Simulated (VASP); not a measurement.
Set up this calculation in VASP 6.6.1, as the native input.

```yaml
Task: single point
Functional: r2SCAN
Dispersion: D3(BJ)
Potentials_or_basis: VASP PAW PBE potentials, release 64 (Ga_d, P)
Cutoff: 520 eV
k_mesh: 8 × 8 × 8
Occupations: gaussian, width 0.05 eV
Spin: no spin polarisation
Dipole_correction: no
Further_INCAR_settings: ALGO = Normal; EDIFF = 1e-06; NBANDS = 16
```

The system is GaP.

```
Ga P
1.0
     0.00000    2.71993    2.71993
     2.71993    0.00000    2.71993
     2.71993    2.71993    0.00000
Ga P
1 1
Cartesian
  0.0000 0.0000 0.0000
  4.0799 4.0799 4.0799
```

The input as run:

POSCAR

```
GaP
1.0
    0.0000000000      2.7199250526      2.7199250526
    2.7199250526      0.0000000000      2.7199250526
    2.7199250526      2.7199250526      0.0000000000
Ga P
1 1
Direct
    0.0000000000      0.0000000000      0.0000000000
    0.7500000000      0.7500000000      0.7500000000
```

INCAR.step1

```
SYSTEM = GaP
  PREC = Accurate
  ENCUT = 520
  ISMEAR = 0
  SIGMA = 0.05
  LREAL = .FALSE.
  LASPH = .TRUE.
  NELM = 80
  NBANDS = 16
  GGA = PE
  ALGO = Normal
  EDIFF = 1E-4
  LWAVE = .TRUE.
  LCHARG = .FALSE.
```

INCAR.step2

```
SYSTEM = GaP
  PREC = Accurate
  ENCUT = 520
  EDIFF = 1E-6
  ISMEAR = 0
  SIGMA = 0.05
  LREAL = .FALSE.
  LASPH = .TRUE.
  NELM = 80
  ALGO = Normal
  ISIF = 2
  LWAVE = .FALSE.
  LCHARG = .TRUE.
  METAGGA = R2SCAN
  LMIXTAU = .TRUE.
  IVDW = 12
  VDW_S6 = 1.0
  VDW_S8 = 0.78981345
  VDW_A1 = 0.49484001
  VDW_A2 = 5.73083694
  LELF = .TRUE.
  LVHAR = .TRUE.
  NBANDS = 16
  ISTART = 1
```

KPOINTS

```
regular mesh
0
G
  8 8 8
  0 0 0
```

Potentials or basis: VASP PAW PBE potentials, release 64 (Ga_d, P).

Command:

```console
$ cat potpaw_PBE.64/Ga_d/POTCAR potpaw_PBE.64/P/POTCAR > POTCAR
$ cp INCAR.step1 INCAR
$ mpirun -np 1 vasp_std > vasp.out
$ cp INCAR.step2 INCAR
$ mpirun -np 1 vasp_std > vasp.out
```

Results of the run:

```json
{
 "Pressure": "-0.7 GPa",
 "Band gap on the k mesh": "1.89 eV, indirect (least direct gap 2.40 eV)",
 "Dispersion energy per atom": "-0.150 eV"
}
```

Caveat: three body term missing; the PAW data sets were made with another functional, which shifts forces and pressure a little.

It took 2.7 min on 1 thread of AMD EPYC 7R13, with other jobs on the host, peak memory 0.16 GiB.
